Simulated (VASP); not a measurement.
# MgO: single point with PBE

The system is MgO.

```
Mg O
1.0
     2.93802    0.00000    0.00000
    -1.46901    2.54440    0.00000
     0.00000    0.00000    2.67968
Mg O
1 1
Direct
  0.73683 0.88209 0.00000
  0.33333 0.66667 0.50000
```

This cell differs from its parent crystal: atom 1 (Mg) moved by (-0.600, -0.300) A along x and y.

```
Program             : VASP 6.6.1
Task                : single point
Functional          : PBE
Potentials or basis : VASP PAW PBE potentials, release 64 (Mg, O)
Cutoff              : 520 eV
k mesh              : 9 × 9 × 8
Occupations         : gaussian, width 0.05 eV
Spin                : no spin polarisation
```

* Pressure: 45.9 GPa
* Largest force: 6.923 eV/Å
* Band gap on the k mesh: 2.56 eV, indirect (least direct gap 3.12 eV)

Forces in eV/Å, atoms in the order of the input:
```
Mg   5.856  3.692  0.000
O   -5.856 -3.692  0.000
```

Stress tensor (GPa, compression positive):
```
35.82 16.40  0.00
16.40 19.17  0.00
 0.00  0.00 82.64
```

Levels at points of the mesh, in eV from the valence-band top:
```
           k point  band 2  band 3  band 4  band 5  band 6  band 7
(0.00, 0.00, 0.00)   -1.12   -1.04   -0.56    2.56   12.75   15.78
(0.00, 0.00, 0.50)   -5.27   -0.48    0.00    7.46    8.03   17.41
```

Wall time 22 s on 1 thread of Intel(R) Xeon(R) Platinum 8124M CPU @ 3.00GHz (Skylake/Cascade Lake), with other jobs on the host, peak memory 0.17 GiB.

Caveat: the cell differs from its parent crystal (atom 1 (Mg) moved by (-0.600, -0.300) A along x and y); forces of over 1 eV/Å act on the atoms, so gaps and moduli don't describe the material at rest. A k mesh can miss the band edges.
